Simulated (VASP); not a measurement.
# Rb (R-3m) in VASP: settings compared, part 2 of 2

VASP 6.6.1. The steps go on from the part before.

### Step 3. Single point, PBEsol

INCAR reads:

```
SYSTEM = Rb
ALGO = Normal ; EDIFF = 1E-6
ENCUT = 520 ; GGA = PS
ISIF = 2 ; ISMEAR = 0
LASPH = .TRUE. ; LCHARG = .FALSE.
LREAL = .FALSE. ; LWAVE = .FALSE.
NBANDS = 20 ; NELM = 80
PREC = Accurate ; SIGMA = 0.1
```

KPOINTS reads:

```
k-points
0
G
  7 7 7
  0 0 0
```

POSCAR reads:

```
Rb
1.0
    2.3856253800      1.3773414554     11.7642649579
   -2.3856253800      1.3773414554     11.7642649579
    0.0000000000     -2.7546829107     11.7642649579
Rb
3
Direct
    0.0000000000      0.0000000000      0.0000000000
    0.7777816325      0.7777816325      0.7777816325
    0.2222183675      0.2222183675      0.2222183675
```

Potentials or basis: VASP PAW PBE potentials, release 64 (Rb_sv).

Started as:

```bash
> cat potpaw_PBE.64/Rb_sv/POTCAR > POTCAR
> mpirun -np 1 vasp_std > vasp.out
```

OUTCAR:

```text
SYSTEM = Rb
   EDIFF = 1E-6
   ENCUT = 520
   GGA = PS
   ISIF = 2
   ISMEAR = 0
   LASPH = .TRUE.
   LREAL = .FALSE.
   NELM = 80
   PREC = Accurate

 ion  position               nearest neighbor table
   1  0.000  0.000  0.000-   2 4.79   2 4.79   3 4.79   3 4.79   2 4.79   3 4.79
   2  0.778  0.778  0.778-   3 4.79   3 4.79   3 4.79   1 4.79   1 4.79   1 4.79
   3  0.222  0.222  0.222-   2 4.79   2 4.79   2 4.79   1 4.79   1 4.79   1 4.79

  LATTYP: Found a trigonal (rhomboedric) cell.
 ALAT       =    12.0824752405
 COS(alpha) =     0.9220308749

  Lattice vectors:

 A1 = (   2.3856253800,   1.3773414554,  11.7642649579)
 A2 = (  -2.3856253800,   1.3773414554,  11.7642649579)
 A3 = (   0.0000000000,  -2.7546829107,  11.7642649579)

Analysis of symmetry for initial positions (statically):
=====================================================================
 Subroutine PRICEL returns:
 Original cell was already a primitive cell.

 Routine SETGRP: Setting up the symmetry group for a
 trigonal (rhombohedral) supercell.

 Subroutine GETGRP returns: Found 12 space group operations
 (whereof 12 operations were pure point group operations)
 out of a pool of 12 trial point group operations.

The static configuration has the point symmetry D_3d.

Analysis of symmetry for dynamics (positions and initial velocities):
=====================================================================
 Subroutine PRICEL returns:
 Original cell was already a primitive cell.

 Routine SETGRP: Setting up the symmetry group for a
 trigonal (rhombohedral) supercell.

 Subroutine GETGRP returns: Found 12 space group operations
 (whereof 12 operations were pure point group operations)
 out of a pool of 12 trial point group operations.

The dynamic configuration has the point symmetry D_3d.

[... 115 lines left out ...]
   ISMEAR =     0;   SIGMA  =   0.10  broadening in eV -4-tet -1-fermi 0-gaus
   EFERMI_NEDOS =   21; number of points for ismear=-14 and -15
   IALGO  =     38    algorithm
   IMIX   =      4    mixing-type and parameters
     AMIX     =   0.40;   BMIX     =  1.00
     AMIX_MAG =   1.60;   BMIX_MAG =  1.00
  volume/ion in A,a.u.               =      77.31       521.72
  Fermi-wavevector in a.u.,A,eV,Ry     =   0.799361  1.510573  8.693817  0.638977
  Thomas-Fermi vector in A             =   1.906449
   LORBIT       =      0    0 simple, 1 ext, 2 COOP (PROOUT), +10 PAW based schemes
   GGA     = PS    functional components
   LHFCALC =     F    Hartree Fock is set to
   AEXX    =    0.0000 exact exchange contribution
   IVDW    =     0    specifies the selected vdW correction
   LEPSILON=     F    determine dielectric tensor
   LRPA    =     F    only Hartree local field effects (RPA)
 non-spin polarized calculation
 Gauss-broadening in eV      SIGMA  =   0.10
  energy-cutoff  :      520.00
  volume of cell :      231.93
 maximum number of plane-waves:      6264
 NGX is ok and might be reduce to    90
   NGX = 45   NGY = 45   NGZ = 45

 number of electron      27.0000000 magnetization

 Free energy of the ion-electron system (eV)
  ---------------------------------------------------
  ext. energy  EPLUGINS =         0.00000000
  ---------------------------------------------------
  free energy    TOTEN  =        -3.06399734 eV

  energy without entropy =       -3.05452947  energy(sigma->0) =       -3.05926341

 E-fermi :   0.3567     XC(G=0):  -5.9436

 val. band max:        0.3291029488   @ k =   0.2857   0.1429   0.0000
 cond. band min:       0.3575740415   @ k =   0.4286   0.4286   0.4286
 fundamental gap:      0.0284710927
 Fermi energy:         0.3567332518

 k-point     1 :       0.0000    0.0000    0.0000
  band No.  band energies     occupation
      1     -28.4432      2.00000
      2     -28.4372      2.00000
      3     -28.4370      2.00000
      4     -12.5946      2.00000
      5     -12.5943      2.00000
      6     -12.4852      2.00000
[... 541 lines left out ...]
     19       2.9047      0.00000
     20       3.2333      0.00000

 [... further k-points ...]

------------------------ aborting loop because EDIFF is reached ----------------------------------------

  FORCE on cell =-STRESS in cart. coord.  units (eV):
  Direction    XX          YY          ZZ          XY          YZ          ZX
  --------------------------------------------------------------------------------------
  -------------------------------------------------------------------------------------
  Total        0.5473765      0.5473765      0.6357063      0.0000000      0.0000000      0.0000000
  in kB        3.7812621      3.7812621      4.3914423      0.0000000      0.0000000      0.0000000
  external PRESSURE =       3.9846555 kB  Pullay stress =       0.0000000 kB

 VOLUME and BASIS-vectors are now :
 -----------------------------------------------------------------------------
  energy-cutoff  :      520.00
  volume of cell :      231.93
      direct lattice vectors                 reciprocal lattice vectors
     2.385625380  1.377341455 11.764264958     0.209588649  0.121006063  0.028334395
    -2.385625380  1.377341455 11.764264958    -0.209588649  0.121006063  0.028334395
     0.000000000 -2.754682911 11.764264958     0.000000000 -0.242012126  0.028334395

 POSITION                                       TOTAL-FORCE (eV/Angst)
 -----------------------------------------------------------------------------------
      0.00000      0.00000      0.00000         0.000000     -0.000000     -0.000000
      0.00000      0.00000     27.45009         0.000000     -0.000000     -0.000400
      0.00000      0.00000      7.84271         0.000000      0.000000      0.000400
 -----------------------------------------------------------------------------------
    total drift:                               -0.000000      0.000000     -0.000000

  FREE ENERGIE OF THE ION-ELECTRON SYSTEM (eV)
  ---------------------------------------------------
  free  energy   TOTEN  =        -3.0639973436 eV

  energy  without entropy=       -3.0545294685  energy(sigma->0) =       -3.05926341
```

OSZICAR:

```text
N       E                     dE             d eps       ncg     rms          rms(c)
DAV:   1     0.182766036913E+03    0.18277E+03   -0.10334E+04  1760   0.104E+03
DAV:   2     0.156241430744E+02   -0.16714E+03   -0.16389E+03  2252   0.213E+02
DAV:   3    -0.245318961430E+01   -0.18077E+02   -0.18022E+02  2800   0.664E+01
DAV:   4    -0.305125597408E+01   -0.59807E+00   -0.59636E+00  2388   0.122E+01
DAV:   5    -0.306845478266E+01   -0.17199E-01   -0.17197E-01  2488   0.182E+00    0.241E+00
DAV:   6    -0.306440378251E+01    0.40510E-02   -0.10163E-02  2604   0.528E-01    0.148E+00
DAV:   7    -0.306382612360E+01    0.57766E-03   -0.13266E-02  2024   0.583E-01    0.110E-01
DAV:   8    -0.306397951413E+01   -0.15339E-03   -0.94988E-04  2392   0.180E-01    0.291E-02
DAV:   9    -0.306399423218E+01   -0.14718E-04   -0.29335E-05  2248   0.357E-02    0.133E-02
DAV:  10    -0.306399786137E+01   -0.36292E-05   -0.10272E-05  2056   0.215E-02    0.335E-03
DAV:  11    -0.306399734357E+01    0.51780E-06   -0.87804E-07  1328   0.683E-03
   1 F= -.30639973E+01 E0= -.30592634E+01  d E =-.946788E-02
```

Wall time 27 min (1 thread of Oxide Virtual Turin-like, shared host); peak memory 1.2 GiB.

Results:

```yaml
Free_energy: -3.0640 eV
Pressure: 0.4 GPa
Band_gap_on_the_k_mesh: zero (an odd number of electrons rules out a gap without spin polarisation)
```

Levels at points of the mesh, in eV from the Fermi level:
| k point | band 12 | band 13 | band 14 | band 15 | band 16 | band 17 |
| --- | --- | --- | --- | --- | --- | --- |
| (0.00, 0.00, 0.00) | -12.83 | -2.23 | -0.93 | -0.93 | 1.73 | 1.73 |

Caveat: the PAW data sets were made with another functional, which shifts forces and pressure a little.
